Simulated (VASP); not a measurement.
# AlNi (Pm-3m) in VASP: notebook

The runs below take AlNi through single point, relaxation of cell and atoms, with PBEsol.

All numbers are computed with VASP 6.6.1; they aren't measurements. Logs are shortened: lines on timing, memory, paths and dates and some standing lists are left out, and cuts for length are marked.

### Step 1. The cell of the first run

Symmetry: Pm-3m, No. 221, cubic system. The conventional cell has a = 2.862 Å, b = 2.862 Å, c = 2.862 Å, α = 90.00°, β = 90.00°, γ = 90.00°. Al (site symmetry m-3m) has 8 Ni at 2.48 Å and 6 Al at 2.86 Å within 3.3 Å. Within 3.3 Å of Ni (site symmetry m-3m) lie 8 Al at 2.48 Å and 6 Ni at 2.86 Å.

### Step 2. Single point, PBEsol

File INCAR:

```
SYSTEM = AlNi
PREC = Accurate ; ENCUT = 520
EDIFF = 1E-7 ; ISMEAR = 0
SIGMA = 0.1 ; LREAL = .FALSE.
LASPH = .TRUE. ; NELM = 80
ALGO = Normal ; ISIF = 2
LWAVE = .FALSE. ; LCHARG = .FALSE.
GGA = PS ; NBANDS = 14
```

File KPOINTS:

```
regular mesh
0
G
  14 14 14
  0 0 0
```

File POSCAR:

```
AlNi
1.0
    2.8623511591      0.0000000000      0.0000000000
    0.0000000000      2.8623511591      0.0000000000
    0.0000000000      0.0000000000      2.8623511591
Al Ni
1 1
Direct
    0.5000000000      0.5000000000      0.5000000000
    0.0000000000      0.0000000000      0.0000000000
```

Potentials or basis: VASP PAW PBE potentials, release 64 (Al, Ni).

Run with:

```console
cat potpaw_PBE.64/Al/POTCAR potpaw_PBE.64/Ni/POTCAR > POTCAR
mpirun -np 1 vasp_std > vasp.out
```

OUTCAR:

```text
SYSTEM = AlNi
   PREC = Accurate
   ENCUT = 520
   EDIFF = 1E-7
   ISMEAR = 0
   LREAL = .FALSE.
   LASPH = .TRUE.
   NELM = 80
   ISIF = 2
   GGA = PS

 ion  position               nearest neighbor table
   1  0.500  0.500  0.500-   2 2.48   2 2.48   2 2.48   2 2.48   2 2.48   2 2.48   2 2.48   2 2.48

   2  0.000  0.000  0.000-   1 2.48   1 2.48   1 2.48   1 2.48   1 2.48   1 2.48   1 2.48   1 2.48

  LATTYP: Found a simple cubic cell.
 ALAT       =     2.8623511591

  Lattice vectors:

 A1 = (   2.8623511591,   0.0000000000,   0.0000000000)
 A2 = (   0.0000000000,   2.8623511591,   0.0000000000)
 A3 = (   0.0000000000,   0.0000000000,   2.8623511591)

Analysis of symmetry for initial positions (statically):
=====================================================================
 Subroutine PRICEL returns:
 Original cell was already a primitive cell.

 Routine SETGRP: Setting up the symmetry group for a
 simple cubic supercell.

 Subroutine GETGRP returns: Found 48 space group operations
 (whereof 48 operations were pure point group operations)
 out of a pool of 48 trial point group operations.

The static configuration has the point symmetry O_h .

Analysis of symmetry for dynamics (positions and initial velocities):
=====================================================================
 Subroutine PRICEL returns:
 Original cell was already a primitive cell.

 Routine SETGRP: Setting up the symmetry group for a
 simple cubic supercell.

 Subroutine GETGRP returns: Found 48 space group operations
 (whereof 48 operations were pure point group operations)
 out of a pool of 48 trial point group operations.

The dynamic configuration has the point symmetry O_h .

 Subroutine INISYM returns: Found 48 space group operations
 (whereof 48 operations are pure point group operations),
 and found     1 'primitive' translations

----------------------------------------------------------------------------------------

                                     Primitive cell

  volume of cell :      23.4514

  direct lattice vectors                    reciprocal lattice vectors
     2.862351159  0.000000000  0.000000000     0.349363144  0.000000000  0.000000000
     0.000000000  2.862351159  0.000000000     0.000000000  0.349363144  0.000000000
     0.000000000  0.000000000  2.862351159     0.000000000  0.000000000  0.349363144

  length of vectors
     2.862351159  2.862351159  2.862351159     0.349363144  0.349363144  0.349363144

  position of ions in fractional coordinates (direct lattice)
     0.500000000  0.500000000  0.500000000
     0.000000000  0.000000000  0.000000000

  ion indices of the primitive-cell ions
   primitive index   ion index
                 1           1
                 2           2

----------------------------------------------------------------------------------------

 KPOINTS: regular mesh

Automatic generation of k-mesh.
 Grid dimensions read from file:
 generate k-points for:   14   14   14

 Generating k-lattice:

  Cartesian coordinates                     Fractional coordinates (reciprocal lattice)
     0.024954510  0.000000000  0.000000000     0.071428571  0.000000000  0.000000000
     0.000000000  0.024954510  0.000000000     0.000000000  0.071428571  0.000000000
     0.000000000  0.000000000  0.024954510     0.000000000  0.000000000  0.071428571

  Length of vectors
     0.024954510  0.024954510  0.024954510

  Shift w.r.t. Gamma in fractional coordinates (k-lattice)
     0.000000000  0.000000000  0.000000000

 Subroutine IBZKPT returns following result:
 ===========================================

 Found    120 irreducible k-points:

 Following reciprocal coordinates:
            Coordinates               Weight
  0.000000  0.000000  0.000000      1.000000
  0.071429  0.000000  0.000000      6.000000
  0.142857  0.000000  0.000000      6.000000
  0.214286  0.000000  0.000000      6.000000
  0.285714  0.000000  0.000000      6.000000
  0.357143  0.000000  0.000000      6.000000
[... 16 lines left out ...]
  0.285714  0.214286  0.000000     24.000000
  0.357143  0.214286  0.000000     24.000000
 [... further k-points ...]
   k-points           NKPTS =    120   k-points in BZ     NKDIM =    120   number of bands    NBANDS=     14
   number of dos      NEDOS =    301   number of ions     NIONS =      2
   total plane-waves  NPLWV =  13824
   dimension x,y,z NGX =    24 NGY =   24 NGZ =   24
   dimension x,y,z NGXF=    48 NGYF=   48 NGZF=   48
   ions per type =               1   1
   NGX,Y,Z   is equivalent  to a cutoff of  13.94, 13.94, 13.94 a.u.
   NGXF,Y,Z  is equivalent  to a cutoff of  27.88, 27.88, 27.88 a.u.
 SYSTEM =  AlNi
   PREC   = accura    normal or accurate (medium, high low for compatibility)
   ISTART =      0    job   : 0-new  1-cont  2-samecut
   ICHARG =      2    charge: 1-file 2-atom 10-const
   ISPIN  =      1    spin polarized calculation?
   LNONCOLLINEAR =      F non collinear calculations
   LSORBIT =      F    spin-orbit coupling
   LASPH  =      T    aspherical Exc in radial PAW
   ENCUT  =  520.0 eV  38.22 Ry    6.18 a.u.   5.32  5.32  5.32*2*pi/ulx,y,z
   NELM   =     80;   NELMIN=  2; NELMDL= -5     # of ELM steps
   EDIFF  = 0.1E-06   stopping-criterion for ELM
   LREAL  =      F    real-space projection
   EDIFFG = 0.1E-05   stopping-criterion for IOM
   NSW    =      0    number of steps for IOM
   IBRION =     -1    ionic relax: 0-MD 1-quasi-New 2-CG
   NFREE  =      0    steps in history (QN), initial steepest desc. (CG)
   ISIF   =      2    stress and relaxation
   ISYM   =      2    0-nonsym 1-usesym 2-fastsym
   POTIM  = 0.5000    time-step for ionic-motion
   TEBEG  =    0.0;   TEEND  =   0.0 temperature during run
   PSTRESS=    0.0 pullay stress
   NELECT =      13.0000    total number of electrons
   NUPDOWN=      -1.0000    fix difference up-down
   EMIN   =  10.00;   EMAX   =-10.00  energy-range for DOS
   EFERMI =   0.00;   METHOD = LEGACY
   ISMEAR =     0;   SIGMA  =   0.10  broadening in eV -4-tet -1-fermi 0-gaus
   EFERMI_NEDOS =   21; number of points for ismear=-14 and -15
   IALGO  =     38    algorithm
   IMIX   =      4    mixing-type and parameters
     AMIX     =   0.40;   BMIX     =  1.00
     AMIX_MAG =   1.60;   BMIX_MAG =  1.00
  volume/ion in A,a.u.               =      11.73        79.13
  Fermi-wavevector in a.u.,A,eV,Ry     =   1.344827  2.541354 24.606942  1.808559
  Thomas-Fermi vector in A             =   2.472789
   LORBIT       =      0    0 simple, 1 ext, 2 COOP (PROOUT), +10 PAW based schemes
   GGA     = PS    functional components
   LHFCALC =     F    Hartree Fock is set to
   AEXX    =    0.0000 exact exchange contribution
   IVDW    =     0    specifies the selected vdW correction
   LEPSILON=     F    determine dielectric tensor
   LRPA    =     F    only Hartree local field effects (RPA)
 non-spin polarized calculation
 Gauss-broadening in eV      SIGMA  =   0.10
  energy-cutoff  :      520.00
  volume of cell :       23.45
 maximum number of plane-waves:       651
 NGX is ok and might be reduce to    24
   NGX = 11   NGY = 11   NGZ = 11

 number of electron      13.0000011 magnetization

 Free energy of the ion-electron system (eV)
  ---------------------------------------------------
  ext. energy  EPLUGINS =         0.00000000
  ---------------------------------------------------
  free energy    TOTEN  =       -11.58708562 eV

  energy without entropy =      -11.58203624  energy(sigma->0) =      -11.58456093

 E-fermi :  10.1278     XC(G=0): -12.2609

 val. band max:       10.1197439156   @ k =   0.3571   0.2143   0.0714
 cond. band min:      10.1279077465   @ k =   0.3571   0.1429   0.1429
 fundamental gap:      0.0081638309
 Fermi energy:        10.1278415041

 k-point     1 :       0.0000    0.0000    0.0000
  band No.  band energies     occupation
      1      -1.1183      2.00000
      2       6.8249      2.00000
      3       6.8249      2.00000
      4       8.5738      2.00000
      5       8.5738      2.00000
      6       8.5738      2.00000
      7      15.7354      0.00000
      8      15.7354      0.00000
      9      15.7354      0.00000
     10      18.3652      0.00000
     11      18.3652      0.00000
     12      24.2361      0.00000
     13      31.2831      0.00000
     14      31.2831      0.00000

 k-point     2 :       0.0714    0.0000    0.0000
  band No.  band energies     occupation
      1      -1.0230      2.00000
      2       6.8184      2.00000
      3       6.8477      2.00000
      4       8.5318      2.00000
      5       8.5318      2.00000
      6       8.5783      2.00000
      7      14.7469      0.00000
      8      15.8613      0.00000
      9      15.8613      0.00000
     10      18.3694      0.00000
     11      19.2614      0.00000
     12      24.5650      0.00000
     13      30.2127      0.00000
     14      30.2127      0.00000

 k-point     3 :       0.1429    0.0000    0.0000
  band No.  band energies     occupation
      1      -0.7384      2.00000
      2       6.7748      2.00000
      3       6.9122      2.00000
      4       8.4183      2.00000
      5       8.4183      2.00000
      6       8.5909      2.00000
      7      13.1338      0.00000
      8      16.2271      0.00000
      9      16.2271      0.00000
     10      18.3817      0.00000
     11      20.5515      0.00000
     12      25.6119      0.00000
     13      28.4660      0.00000
     14      28.4660      0.00000
[... 324 lines left out ...]
 k-point    23 :       0.2857    0.2143    0.0000
  band No.  band energies     occupation
      1       1.1795      2.00000
      2       6.5035      2.00000
      3       7.0467      2.00000
      4       7.8184      2.00000
      5       8.1544      2.00000
      6       8.3561      2.00000
      7      10.8737      0.00000
      8      13.3292      0.00000
      9      18.5524      0.00000
     10      19.1372      0.00000
     11      21.8904      0.00000
     12      25.6365      0.00000
     13      26.1728      0.00000
     14      27.7087      0.00000

 k-point    24 :       0.3571    0.2143    0.0000
  band No.  band energies     occupation
      1       1.9567      2.00000
      2       5.8311      2.00000
      3       7.2208      2.00000
      4       7.7724      2.00000
      5       8.0302      2.00000
      6       8.3767      2.00000
      7      10.0553      1.69525
      8      13.9657      0.00000
      9      18.0671      0.00000
     10      19.4269      0.00000
     11      21.8607      0.00000
     12      24.1653      0.00000
     13      26.4354      0.00000
     14      27.9618      0.00000

 [... further k-points ...]
[... 5 lines left out ...]
  --------------------------------------------------------------------------------------
  -------------------------------------------------------------------------------------
  Total        0.0200350      0.0200350      0.0200350      0.0000000      0.0000000      0.0000000
  in kB        1.3687751      1.3687751      1.3687751      0.0000000      0.0000000      0.0000000
  external PRESSURE =       1.3687751 kB  Pullay stress =       0.0000000 kB

 VOLUME and BASIS-vectors are now :
 -----------------------------------------------------------------------------
  energy-cutoff  :      520.00
  volume of cell :       23.45
      direct lattice vectors                 reciprocal lattice vectors
     2.862351159  0.000000000  0.000000000     0.349363144  0.000000000  0.000000000
     0.000000000  2.862351159  0.000000000     0.000000000  0.349363144  0.000000000
     0.000000000  0.000000000  2.862351159     0.000000000  0.000000000  0.349363144

 POSITION                                       TOTAL-FORCE (eV/Angst)
 -----------------------------------------------------------------------------------
      1.43118      1.43118      1.43118         0.000000      0.000000      0.000000
      0.00000      0.00000      0.00000         0.000000      0.000000      0.000000
 -----------------------------------------------------------------------------------
    total drift:                                0.000000      0.000000      0.000000

  FREE ENERGIE OF THE ION-ELECTRON SYSTEM (eV)
  ---------------------------------------------------
  free  energy   TOTEN  =       -11.5870856153 eV

  energy  without entropy=      -11.5820362385  energy(sigma->0) =      -11.58456093
```

Wall time 14 s (1 thread of Intel Xeon Platinum 8488C (Sapphire Rapids), shared host); peak memory 0.16 GiB.

What came out:

| Quantity | Value |
| --- | --- |
| Free energy | -11.5871 eV |
| Pressure | 0.1 GPa |

Caveat: the PAW data sets were made with another functional, which shifts forces and pressure a little.

(Part 1 of 2 ends here.)
